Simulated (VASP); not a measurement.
# Ga2O3 (C2/c) in VASP: further runs

The runs below take Ga2O3 through single point, with PBE.

Everything below comes from runs of VASP 6.6.1. Logs are shortened: lines on timing, memory, paths and dates and some standing lists are left out, and cuts for length are marked.

### 1 The cell of the first run

The structure is monoclinic, space group C2/c (No. 15). Conventional cell: a = 8.764 Å, b = 5.057 Å, c = 5.252 Å, α = 90.00°, β = 120.29°, γ = 90.00°. Within 2.5 Å of Ga (site symmetry 1) lie 6 O at 1.91 to 2.16 Å. O (site symmetry 2) has 4 Ga at 1.91 to 2.11 Å within 2.5 Å. Within 3.1 Å of O (site symmetry 1) lie 4 Ga at 1.95 to 2.16 Å and 12 O at 2.66 to 3.06 Å.

### 2 Single point, PBE (strain +0.0600 x Voigt [0, 0, 0, 1, 0, 0])

Input file INCAR:

```
PREC = Accurate ; ENCUT = 520
EDIFF = 1E-7 ; ISMEAR = 0
SIGMA = 0.05 ; LREAL = False
LASPH = True ; NELM = 80
ALGO = Normal ; ISIF = 2
LWAVE = False ; LCHARG = True
GGA = PE ; LELF = True
LVHAR = True ; NBANDS = 55
```

Input file KPOINTS:

```
Automatic mesh
0
Gamma
  6 6 6
```

Input file POSCAR:

```
Ga2O3
1.0
    2.5287245564      1.5961908597      4.5848340068
   -2.5287245564      1.5961908597      4.5848340068
    0.0000000000     -2.7836885503      4.4534376245
Ga O
4 6
Direct
    0.3558687539      0.3558687539      0.3558687539
    0.1441312461      0.1441312461      0.1441312461
    0.6441312461      0.6441312461      0.6441312461
    0.8558687539      0.8558687539      0.8558687539
    0.5531733332      0.9468266668      0.2500000000
    0.2500000000      0.5531733332      0.9468266668
    0.9468266668      0.2500000000      0.5531733332
    0.4468266668      0.0531733332      0.7500000000
    0.7500000000      0.4468266668      0.0531733332
    0.0531733332      0.7500000000      0.4468266668
```

Potentials or basis: VASP PAW PBE potentials, release 64 (Ga_d, O).

Run with:

```bash
> cat potpaw_PBE.64/Ga_d/POTCAR potpaw_PBE.64/O/POTCAR > POTCAR
> mpirun -np 1 vasp_std > vasp.out
```

OUTCAR:

```text
PREC = Accurate
   ENCUT = 520
   EDIFF = 1E-7
   ISMEAR = 0
   LREAL = False
   LASPH = True
   NELM = 80
   ISIF = 2
   GGA = PE

 ion  position               nearest neighbor table
   1  0.356  0.356  0.356-   8 1.91  10 1.95   9 1.99   6 2.05   5 2.11   7 2.16   2 2.89
   2  0.144  0.144  0.144-   8 1.91   9 1.95  10 1.99   7 2.05   5 2.11   6 2.16   1 2.89
   3  0.644  0.644  0.644-   5 1.91   7 1.95   6 1.99   9 2.05   8 2.11  10 2.16   4 2.89
   4  0.856  0.856  0.856-   5 1.91   6 1.95   7 1.99  10 2.05   8 2.11   9 2.16   3 2.89
   5  0.553  0.947  0.250-   3 1.91   4 1.91   1 2.11   2 2.11
   6  0.250  0.553  0.947-   4 1.95   3 1.99   1 2.05   2 2.16
   7  0.947  0.250  0.553-   3 1.95   4 1.99   2 2.05   1 2.16
   8  0.447  0.053  0.750-   1 1.91   2 1.91   3 2.11   4 2.11
   9  0.750  0.447  0.053-   2 1.95   1 1.99   3 2.05   4 2.16
  10  0.053  0.750  0.447-   1 1.95   2 1.99   4 2.05   3 2.16

  LATTYP: Found a base centered monoclinic cell.
 ALAT       =     8.7636998249
 B/A-ratio  =     0.5770906368
 C/A-ratio  =     0.5992742385
 COS(beta)  =    -0.5043725308

  Lattice vectors:

 A1 = (   2.5287245564,   4.3798794100,   0.1313963823)
 A2 = (  -2.5287245564,   4.3798794100,   0.1313963823)
 A3 = (   0.0000000000,  -2.7836885503,   4.4534376245)

Analysis of symmetry for initial positions (statically):
=====================================================================
 Subroutine PRICEL returns:
 Original cell was already a primitive cell.

 Routine SETGRP: Setting up the symmetry group for a
 base centered monoclinic supercell.

 Subroutine GETGRP returns: Found  4 space group operations
 (whereof  2 operations were pure point group operations)
 out of a pool of  4 trial point group operations.

The static configuration has the point symmetry S_2 .
 The point group associated with its full space group is C_2h.

Analysis of symmetry for dynamics (positions and initial velocities):
=====================================================================
 Subroutine PRICEL returns:
 Original cell was already a primitive cell.

 Routine SETGRP: Setting up the symmetry group for a
 base centered monoclinic supercell.

 Subroutine GETGRP returns: Found  4 space group operations
 (whereof  2 operations were pure point group operations)
 out of a pool of  4 trial point group operations.

The dynamic configuration has the point symmetry S_2 .
 The point group associated with its full space group is C_2h.

 Subroutine INISYM returns: Found  4 space group operations
 (whereof  2 operations are pure point group operations),
 and found     1 'primitive' translations

----------------------------------------------------------------------------------------

                                     Primitive cell

  volume of cell :     100.4980

  direct lattice vectors                    reciprocal lattice vectors
     2.528724556  1.596190860  4.584834007     0.197728139  0.112057105  0.070042988
    -2.528724556  1.596190860  4.584834007    -0.197728139  0.112057105  0.070042988
     0.000000000 -2.783688550  4.453437625     0.000000000 -0.230726583  0.080326499

  length of vectors
     5.473844719  5.473844719  5.251859539     0.237821849  0.237821849  0.244309440

  position of ions in fractional coordinates (direct lattice)
     0.355868754  0.355868754  0.355868754
     0.144131246  0.144131246  0.144131246
     0.644131246  0.644131246  0.644131246
     0.855868754  0.855868754  0.855868754
     0.553173333  0.946826667  0.250000000
     0.250000000  0.553173333  0.946826667
     0.946826667  0.250000000  0.553173333
     0.446826667  0.053173333  0.750000000
     0.750000000  0.446826667  0.053173333
     0.053173333  0.750000000  0.446826667

  ion indices of the primitive-cell ions
   primitive index   ion index
                 1           1
                 2           2
                 3           3
                 4           4
                 5           5
                 6           6
                 7           7
                 8           8
                 9           9
                10          10

----------------------------------------------------------------------------------------

 KPOINTS: Automatic mesh

Automatic generation of k-mesh.
 Grid dimensions read from file:
 generate k-points for:    6    6    6

 Generating k-lattice:

  Cartesian coordinates                     Fractional coordinates (reciprocal lattice)
     0.032954690  0.018676184  0.011673831     0.166666667 -0.000000000  0.000000000
    -0.032954690  0.018676184  0.011673831    -0.000000000  0.166666667  0.000000000
     0.000000000 -0.038454431  0.013387750    -0.000000000 -0.000000000  0.166666667

  Length of vectors
     0.039636975  0.039636975  0.040718240

  Shift w.r.t. Gamma in fractional coordinates (k-lattice)
     0.000000000  0.000000000  0.000000000

 Subroutine IBZKPT returns following result:
 ===========================================

 Found     68 irreducible k-points:

 Following reciprocal coordinates:
            Coordinates               Weight
  0.000000  0.000000  0.000000      1.000000
  0.166667 -0.000000  0.000000      4.000000
  0.333333 -0.000000  0.000000      4.000000
  0.500000 -0.000000  0.000000      2.000000
  0.166667  0.166667  0.000000      2.000000
  0.333333  0.166667  0.000000      4.000000
[... 16 lines left out ...]
 -0.333333  0.166667  0.166667      4.000000
 -0.166667  0.166667  0.166667      4.000000
 [... further k-points ...]
   k-points           NKPTS =     68   k-points in BZ     NKDIM =     68   number of bands    NBANDS=     55
   number of dos      NEDOS =    301   number of ions     NIONS =     10
   total plane-waves  NPLWV =  70560
   dimension x,y,z NGX =    42 NGY =   42 NGZ =   40
   dimension x,y,z NGXF=    84 NGYF=   84 NGZF=   80
   ions per type =               4   6
   NGX,Y,Z   is equivalent  to a cutoff of  12.76, 12.76, 12.66 a.u.
   NGXF,Y,Z  is equivalent  to a cutoff of  25.51, 25.51, 25.32 a.u.
 SYSTEM =  unknown system
   PREC   = accura    normal or accurate (medium, high low for compatibility)
   ISTART =      0    job   : 0-new  1-cont  2-samecut
   ICHARG =      2    charge: 1-file 2-atom 10-const
   ISPIN  =      1    spin polarized calculation?
   LNONCOLLINEAR =      F non collinear calculations
   LSORBIT =      F    spin-orbit coupling
   LASPH  =      T    aspherical Exc in radial PAW
   ENCUT  =  520.0 eV  38.22 Ry    6.18 a.u.  10.18 10.18  9.76*2*pi/ulx,y,z
   NELM   =     80;   NELMIN=  2; NELMDL= -5     # of ELM steps
   EDIFF  = 0.1E-06   stopping-criterion for ELM
   LREAL  =      F    real-space projection
   EDIFFG = 0.1E-05   stopping-criterion for IOM
   NSW    =      0    number of steps for IOM
   IBRION =     -1    ionic relax: 0-MD 1-quasi-New 2-CG
   NFREE  =      0    steps in history (QN), initial steepest desc. (CG)
   ISIF   =      2    stress and relaxation
   ISYM   =      2    0-nonsym 1-usesym 2-fastsym
   POTIM  = 0.5000    time-step for ionic-motion
   TEBEG  =    0.0;   TEEND  =   0.0 temperature during run
   PSTRESS=    0.0 pullay stress
   NELECT =      88.0000    total number of electrons
   NUPDOWN=      -1.0000    fix difference up-down
   EMIN   =  10.00;   EMAX   =-10.00  energy-range for DOS
   EFERMI =   0.00;   METHOD = LEGACY
   ISMEAR =     0;   SIGMA  =   0.05  broadening in eV -4-tet -1-fermi 0-gaus
   EFERMI_NEDOS =   21; number of points for ismear=-14 and -15
   IALGO  =     38    algorithm
   IMIX   =      4    mixing-type and parameters
     AMIX     =   0.40;   BMIX     =  1.00
     AMIX_MAG =   1.60;   BMIX_MAG =  1.00
  volume/ion in A,a.u.               =      10.05        67.82
  Fermi-wavevector in a.u.,A,eV,Ry     =   1.566210  2.959707 33.375262  2.453013
  Thomas-Fermi vector in A             =   2.668571
   LORBIT       =      0    0 simple, 1 ext, 2 COOP (PROOUT), +10 PAW based schemes
   GGA     = PE    functional components
   LHFCALC =     F    Hartree Fock is set to
   AEXX    =    0.0000 exact exchange contribution
   IVDW    =     0    specifies the selected vdW correction
   LEPSILON=     F    determine dielectric tensor
   LRPA    =     F    only Hartree local field effects (RPA)
 non-spin polarized calculation
 Gauss-broadening in eV      SIGMA  =   0.05
  energy-cutoff  :      520.00
  volume of cell :      100.50
 maximum number of plane-waves:      2725
 NGX is ok and might be reduce to    42
   NGX = 21   NGY = 21   NGZ = 19

 number of electron      87.9999984 magnetization

 Free energy of the ion-electron system (eV)
  ---------------------------------------------------
  ext. energy  EPLUGINS =         0.00000000
  ---------------------------------------------------
  free energy    TOTEN  =       -59.29217610 eV

  energy without entropy =      -59.29217610  energy(sigma->0) =      -59.29217610

 E-fermi :   4.3851     XC(G=0): -11.9668

 val. band max:        4.1606971120   @ k =  -0.1667   0.1667   0.0000
 cond. band min:       6.5227360716   @ k =   0.0000   0.0000   0.0000
 fundamental gap:      2.3620389596
 Fermi energy:         4.3851257958

 k-point     1 :       0.0000    0.0000    0.0000
  band No.  band energies     occupation
      1     -14.6045      2.00000
      2     -12.9012      2.00000
      3     -12.8129      2.00000
      4     -12.6329      2.00000
      5     -12.6022      2.00000
      6     -12.5244      2.00000
[... 47 lines left out ...]
     54      15.3240      0.00000
     55      16.0858      0.00000

 k-point     2 :       0.1667   -0.0000    0.0000
  band No.  band energies     occupation
      1     -14.4917      2.00000
      2     -12.9201      2.00000
      3     -12.9007      2.00000
      4     -12.6759      2.00000
      5     -12.5978      2.00000
      6     -12.5361      2.00000
[... 47 lines left out ...]
     54      15.6987      0.00000
     55      15.9298      0.00000
[... 1216 lines left out ...]
     54      15.3985      0.00000
     55      16.0909      0.00000

 k-point    24 :      -0.1667    0.1667    0.1667
  band No.  band energies     occupation
      1     -14.1879      2.00000
      2     -13.1464      2.00000
      3     -12.9596      2.00000
      4     -12.7144      2.00000
      5     -12.6483      2.00000
      6     -12.5506      2.00000
[... 47 lines left out ...]
     54      15.3646      0.00000
     55      16.2075      0.00000

 [... further k-points ...]
[... 5 lines left out ...]
  --------------------------------------------------------------------------------------
  -------------------------------------------------------------------------------------
  Total        0.7401652      1.2790178      1.0057590      0.0000000     -3.3276032      0.0000000
  in kB       11.7999933     20.3905845     16.0341889      0.0000000    -53.0499056      0.0000000
  external PRESSURE =      16.0749222 kB  Pullay stress =       0.0000000 kB

 VOLUME and BASIS-vectors are now :
 -----------------------------------------------------------------------------
  energy-cutoff  :      520.00
  volume of cell :      100.50
      direct lattice vectors                 reciprocal lattice vectors
     2.528724556  1.596190860  4.584834007     0.197728139  0.112057105  0.070042988
    -2.528724556  1.596190860  4.584834007    -0.197728139  0.112057105  0.070042988
     0.000000000 -2.783688550  4.453437625     0.000000000 -0.230726583  0.080326499

 POSITION                                       TOTAL-FORCE (eV/Angst)
 -----------------------------------------------------------------------------------
      0.00000      0.14544      4.84804        -0.129300      0.360834      0.017960
      0.00000      0.05891      1.96352        -0.129300     -0.360834     -0.017960
      0.00000      0.26325      8.77507         0.129300     -0.360834     -0.017960
      0.00000      0.34979     11.65959         0.129300      0.360834      0.017960
     -0.99544      1.69836      7.99061        -0.127191     -0.000000      0.000000
     -0.76664     -1.35365      7.89905         0.139055      0.152601      0.130089
      1.76208      0.37050      7.95077         0.139055     -0.152601     -0.130089
      0.99544     -1.28967      5.63250         0.127191     -0.000000      0.000000
      0.76664      1.76235      5.72406        -0.139055     -0.152601     -0.130089
     -1.76208      0.03819      5.67233        -0.139055      0.152601      0.130089
 -----------------------------------------------------------------------------------
    total drift:                               -0.000000      0.000000     -0.000000

  FREE ENERGIE OF THE ION-ELECTRON SYSTEM (eV)
  ---------------------------------------------------
  free  energy   TOTEN  =       -59.2921760964 eV

  energy  without entropy=      -59.2921760964  energy(sigma->0) =      -59.29217610
```

It took 16 min on 1 thread of Intel Xeon 8259CL, shared host; peak memory 0.43 GiB.

What came out:

```
Free energy            : -59.2922 eV
Pressure               : 1.6 GPa
Largest force          : 0.384 eV/Å
Band gap on the k mesh : 2.36 eV (least direct gap 2.62 eV)
```

Forces on the atoms (eV/Å):
```
Ga  -0.129  0.361  0.018
Ga  -0.129 -0.361 -0.018
Ga   0.129 -0.361 -0.018
Ga   0.129  0.361  0.018
O   -0.127  0.000  0.000
O    0.139  0.153  0.130
O    0.139 -0.153 -0.130
O    0.127  0.000  0.000
O   -0.139 -0.153 -0.130
O   -0.139  0.153  0.130
```

Levels at points of the mesh, in eV from the valence-band top:
```
           k point  band 40  band 41  band 42  band 43  band 44  band 45  band 46  band 47  band 48  band 49
(0.00, 0.00, 0.00)    -0.35    -0.34    -0.31    -0.30    -0.26     2.36     6.30     6.51     8.47     9.38
(0.50, 0.00, 0.00)    -1.13    -1.08    -0.90    -0.14    -0.12     5.90     6.07     6.28     6.39     9.48
(0.50, 0.50, 0.00)    -1.05    -0.87    -0.67    -0.20    -0.17     6.07     6.25     7.19     7.29     8.35
(0.00, 0.00, 0.50)    -1.20    -0.88    -0.88    -0.27    -0.27     5.95     5.95     6.35     6.35     9.55
(0.50, 0.00, 0.50)    -0.98    -0.85    -0.77    -0.34    -0.18     6.09     6.34     7.20     7.21     8.38
(0.50, 0.50, 0.50)    -1.39    -0.41    -0.41    -0.24    -0.24     5.43     5.43     7.46     7.46     9.15
```

Caveat: the cell differs from its parent crystal (strain +0.0600 x Voigt [0, 0, 0, 1, 0, 0]). A k mesh can miss the band edges.

### 3 Single point, PBE (strain -0.0450 x Voigt [0, 0, 0, 1, 0, 0])

Input file INCAR:

```
SYSTEM = Ga2O3
PREC = Accurate
ENCUT = 520
EDIFF = 1E-6
ISMEAR = 0
SIGMA = 0.05
LREAL = .FALSE.
LASPH = .TRUE.
NELM = 80
ALGO = Normal
ISIF = 2
LWAVE = .FALSE.
LCHARG = .TRUE.
GGA = PE
LELF = .TRUE.
LVHAR = .TRUE.
NBANDS = 55
```

Input file KPOINTS:

```
Automatic mesh
0
G
  6 6 6
  0 0 0
```

Changes to POSCAR since step 2:

```diff
@@ -2,5 +2,5 @@
 1.0
-    2.5287245564      1.5961908597      4.5848340068
-   -2.5287245564      1.5961908597      4.5848340068
-    0.0000000000     -2.7836885503      4.4534376245
+    2.5287245564      1.3577865110      4.5081861171
+   -2.5287245564      1.3577865110      4.5081861171
+    0.0000000000     -3.0220928989      4.6067334038
 Ga O
```

Potentials or basis: VASP PAW PBE potentials, release 64 (Ga_d, O).

Run with:

```bash
> cat potpaw_PBE.64/Ga_d/POTCAR potpaw_PBE.64/O/POTCAR > POTCAR
> mpirun -np 1 vasp_std > vasp.out
```

Run time: 12 min. Hardware: 1 thread of Intel Xeon 8259CL, shared host; peak memory 0.42 GiB.

Results (log left out):

| Property | Result |
| --- | --- |
| Free energy | -59.3353 eV |
| Pressure | 1.4 GPa |
| Largest force | 0.289 eV/Å |
| Band gap on the k mesh | 2.37 eV (least direct gap 2.61 eV) |

Forces in eV/Å, atoms in the order of the input:
```
Ga   0.080 -0.277  0.013
Ga   0.080  0.277 -0.013
Ga  -0.080  0.277 -0.013
Ga  -0.080 -0.277  0.013
O    0.087  0.000  0.000
O   -0.109 -0.118 -0.110
O   -0.109  0.118  0.110
O   -0.087  0.000  0.000
O    0.109  0.118  0.110
O    0.109 -0.118 -0.110
```

Stress tensor (GPa, compression positive):
```
1.50 0.00 0.00
0.00 1.31 4.10
0.00 4.10 1.32
```

Levels at points of the mesh, in eV from the valence-band top:
```csv
k point,band 40,band 41,band 42,band 43,band 44,band 45,band 46,band 47,band 48,band 49
"(0.00, 0.00, 0.00)",-0.34,-0.34,-0.32,-0.29,-0.24,2.37,6.29,6.52,8.48,9.51
"(0.50, 0.00, 0.00)",-1.14,-0.99,-0.86,-0.21,-0.20,5.90,6.03,6.31,6.39,9.57
"(0.50, 0.50, 0.00)",-0.97,-0.84,-0.77,-0.37,-0.18,6.08,6.37,7.19,7.22,8.37
"(0.00, 0.00, 0.50)",-1.18,-1.01,-1.01,-0.10,-0.10,6.00,6.00,6.33,6.33,9.49
"(0.50, 0.00, 0.50)",-1.01,-0.85,-0.70,-0.23,-0.18,6.09,6.29,7.20,7.26,8.43
"(0.50, 0.50, 0.50)",-1.40,-0.38,-0.38,-0.25,-0.25,5.44,5.44,7.45,7.45,9.16
```

Caveat: the cell differs from its parent crystal (strain -0.0450 x Voigt [0, 0, 0, 1, 0, 0]). A k mesh can miss the band edges.
